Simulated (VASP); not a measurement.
Here is a VASP 6.6.1 calculation.

INCAR

```
SYSTEM = MgBe2S3
  PREC = Accurate
  ENCUT = 520
  EDIFF = 1E-6
  ISMEAR = 0
  SIGMA = 0.1
  LREAL = .FALSE.
  LASPH = .TRUE.
  NELM = 80
  ALGO = Normal
  ISIF = 2
  LWAVE = .FALSE.
  LCHARG = .FALSE.
  GGA = PE
  NBANDS = 21
```

The input KPOINTS:

```
regular mesh
0
G
  4 4 4
  0 0 0
```

The input POSCAR:

```
MgBe2S3
1.0
    2.6987739400     -4.5323429500      0.0000000000
    2.6987739400      4.5323429500      0.0000000000
    0.0000000000      0.0000000000      4.1876032100
Mg Be S
1 2 3
Direct
    0.0000000000      0.0000000000      0.0000000000
    0.5000000000      0.0000000000      0.5000000000
    0.0000000000      0.5000000000      0.5000000000
    0.6610916900      0.3389083100      0.0000000000
    0.3389083100      0.6610916900      0.0000000000
    0.5000000000      0.5000000000      0.5000000000
```

Potentials or basis: VASP PAW PBE potentials, release 64 (Mg, Be, S).

Command:

```console
$ cat potpaw_PBE.64/Mg/POTCAR potpaw_PBE.64/Be/POTCAR potpaw_PBE.64/S/POTCAR > POTCAR
$ mpirun -np 1 vasp_std > vasp.out
```

**Question.** Estimate the band gap on the k mesh.

**Answer.** Zero (band 12 reaches 6.04 eV, above the bottom of band 13 at 4.81 eV).

**Question.** What does it give for the largest force?

**Answer.** 1.614 eV/Å.

**Question.** Estimate the pressure.

**Answer.** -5.8 GPa.

Stress tensor (GPa, compression positive):
```
-11.39   0.00   0.00
  0.00  -2.02   0.00
  0.00   0.00  -4.04
```

Caveat: the k points lie up to 0.38 Å⁻¹ apart; forces of over 1 eV/Å act on the atoms, so gaps and moduli don't describe the material at rest.
